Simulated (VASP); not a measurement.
Input of a VASP 6.6.1 run:

Contents of INCAR:

```
SYSTEM = Hg
  PREC = Accurate
  ENCUT = 520
  EDIFF = 1E-6
  ISMEAR = -1
  SIGMA = 0.06122561905347299
  LREAL = .FALSE.
  LASPH = .TRUE.
  NELM = 60
  ALGO = Normal
  ISIF = 2
  LWAVE = .FALSE.
  LCHARG = .FALSE.
  GGA = PE
  NBANDS = 19
```

Contents of KPOINTS:

```
Automatic mesh
0
G
  13 13 13
  0 0 0
```

POSCAR

```
Hg
1.0
    0.0000000000      3.8115541087      3.8115541087
    3.8115541087      0.0000000000      3.8115541087
    3.8115541087      3.8115541087      0.0000000000
Hg
2
Direct
    0.0000000000      0.0000000000      0.0000000000
    0.2500000000      0.2500000000      0.2500000000
```

Potentials or basis: VASP PAW PBE potentials, release 64 (Hg).

Launch:

```console
$ cat potpaw_PBE.64/Hg/POTCAR > POTCAR
$ mpirun -np 1 vasp_std > vasp.out
```

Q: What does it give for the band gap on the k mesh?

A: 0.34 eV (least direct gap 2.89 eV).

Q: What does it give for the pressure?

A: 0.0 GPa.

Caveat: spin-orbit coupling is left out, which moves the levels of the heavy elements; an odd mesh through Γ misses points on the zone boundary, where band edges can lie.
